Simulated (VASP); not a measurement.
## MnF2: single point with PBE

MnF2:

```
Mn F
1.0
     0.00000    2.61798    2.61798
     2.61798    0.00000    2.61798
     2.61798    2.61798    0.00000
Mn F
1 2
Direct
  0.00000 0.00000 0.00000
  0.25000 0.25000 0.25000
  0.75000 0.75000 0.75000
```

```
Program                 : VASP 6.6.1
Task                    : single point
Functional              : PBE
Potentials or basis     : VASP PAW PBE potentials, release 64 (Mn_pv, F)
Cutoff                  : 520 eV
k mesh                  : 10 × 10 × 10
Occupations             : gaussian, width 0.02 eV
Spin                    : collinear spin, ferromagnetic start
Starting moments        : [4.79, 0.0, 0.0] μB
Dipole correction       : no
k mesh for the DOS      : 15 × 15 × 15
Occupations for the DOS : tetrahedron
Further INCAR settings  : ALGO = Normal; EDIFF = 1e-06; NBANDS = 24
```

```yaml
Net_moment: 5.00 μB per cell
Site_moments: Mn +4.61; F +0.08 μB
Valence_electrons_inside_the_program's_atomic_spheres: Mn 11.16; F 6.09
```

Levels at points of the mesh, in eV from the valence-band top:
Spin up:
```csv
k point,band 12,band 13,band 14,band 15,band 16,band 17,band 18,band 19,band 20,band 21
"(0.00, 0.00, 0.00)",-1.65,-1.65,0.00,0.00,0.00,1.95,11.06,11.06,11.06,16.92
```
Spin down:
```
           k point  band 9  band 10  band 11  band 12  band 13  band 14
(0.00, 0.00, 0.00)   -3.44    -3.44    -3.44     2.84     2.84     3.07
```

Run time: 4.4 min on 1 thread of Oxide Virtual Turin-like Processor (shared host), peak memory 0.23 GiB.

Caveat: a cell with one magnetic atom can't hold antiferromagnetic order, which such compounds often take.
